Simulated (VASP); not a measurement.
Crystal: MoS2.

```
Mo S
1.0
     3.16900    0.00000    0.00000
    -1.58450    2.74443    0.00000
     0.00000    0.00000   12.32400
Mo S
2 4
Direct
  0.33333 0.66667 0.25000
  0.66667 0.33333 0.75000
  0.33333 0.66667 0.62300
  0.66667 0.33333 0.12300
  0.33333 0.66667 0.87700
  0.66667 0.33333 0.37700
```

Base run:

```yaml
Program: VASP 6.6.1
Functional: PBE
Potentials_or_basis: VASP PAW PBE potentials, release 64 (Mo_sv, S)
Cutoff: 520 eV
k_mesh: 8 × 8 × 2
Occupations: methfessel-paxton, width 0.15 eV
Spin: no spin polarisation
```

Its results: band gap on the k mesh 0.99 eV, indirect (least direct gap 1.94 eV); pressure 1.9 GPa; largest force 0.078 eV/Å.

Question: The run is repeated on the same cell with these changes: k mesh from 8 × 8 × 2 to 3 × 3 × 1. What comes out?

Answer: Band gap on the k mesh 1.11 eV, indirect (least direct gap 1.63 eV); pressure 1.9 GPa; largest force 0.300 eV/Å.

Caveats: some runs use coarse meshes; this functional lacks dispersion, which binds the layers, so the pressure and a relaxed spacing across them are unreliable.

A k mesh can miss the band edges.
